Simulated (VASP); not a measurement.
Write the native input for VASP 6.6.1 that does the following.

- Task: single point
- Functional: r2SCAN
- Potentials or basis: VASP PAW PBE potentials, release 64 (Ca_sv, O_h)
- Cutoff: 1480 eV
- k mesh: 8 × 8 × 8
- Occupations: gaussian, width 0.05 eV
- Spin: no spin polarisation
- Dipole correction: no
- Further INCAR settings: ALGO = Normal; EDIFF = 1e-06; NBANDS = 15

Crystal: CaO.

```
CELL_PARAMETERS angstrom
2.90291 0.00000 0.00000
0.00000 2.90291 0.00000
0.00000 0.00000 2.93194
ATOMIC_POSITIONS crystal
Ca 0.00000 0.00000 0.00000
O 0.50000 0.50000 0.50000
```

These files were run (other wordings do the same):

POSCAR

```
CaO
1.0
    2.9029088165      0.0000000000      0.0000000000
    0.0000000000      2.9029088165      0.0000000000
    0.0000000000      0.0000000000      2.9319379047
Ca O
1 1
Direct
    0.0000000000      0.0000000000      0.0000000000
    0.5000000000      0.5000000000      0.5000000000
```

INCAR.step1

```
SYSTEM = CaO
ALGO     = Normal         ! electronic algorithm
EDIFF    = 1E-5           ! SCF threshold, eV
ENCUT    = 1480           ! plane-wave cutoff, eV
GGA      = PE             ! functional
GGA_COMPAT= .False.      
ISMEAR   = 0              ! smearing method
LASPH    = .True.         ! aspherical terms in the spheres
LCHARG   = .False.        ! write CHGCAR
LREAL    = .False.        ! projectors in reciprocal space
LWAVE    = .True.         ! write WAVECAR
NBANDS   = 15             ! bands
NELM     = 120            ! most SCF steps
PREC     = Accurate       ! precision mode
SIGMA    = 0.05           ! smearing width, eV
```

INCAR.step2

```
SYSTEM = CaO
ALGO     = Normal         ! electronic algorithm
EDIFF    = 1E-6           ! SCF threshold, eV
ENCUT    = 1480           ! plane-wave cutoff, eV
GGA_COMPAT= .False.      
ISIF     = 2              ! what is computed and relaxed
ISMEAR   = 0              ! smearing method
ISTART   = 1            
LASPH    = .True.         ! aspherical terms in the spheres
LCHARG   = .False.        ! write CHGCAR
LMIXTAU  = .True.       
LREAL    = .False.        ! projectors in reciprocal space
LWAVE    = .False.        ! write WAVECAR
METAGGA  = R2SCAN         ! meta-GGA
NBANDS   = 15             ! bands
NELM     = 120            ! most SCF steps
PREC     = Accurate       ! precision mode
SIGMA    = 0.05           ! smearing width, eV
```

KPOINTS

```
k-points
0
Gamma
  8 8 8
  0 0 0
```

Potentials or basis: VASP PAW PBE potentials, release 64 (Ca_sv, O_h).

Run with:

```console
$ cat potpaw_PBE.64/Ca_sv/POTCAR potpaw_PBE.64/O_h/POTCAR > POTCAR
$ cp INCAR.step1 INCAR
$ mpirun -np 1 vasp_std > vasp.out
$ cp INCAR.step2 INCAR
$ mpirun -np 1 vasp_std > vasp.out
```

Results of the run:

```
Pressure               : -0.2 GPa
Band gap on the k mesh : 3.25 eV (least direct gap 3.55 eV)
```

Caveat: the PAW data sets were made with another functional, which shifts forces and pressure a little.

Run time: 4.3 min on 1 thread of Intel(R) Xeon(R) Platinum 8375C CPU @ 2.90GHz (Ice Lake), on a shared host, peak memory 0.34 GiB.
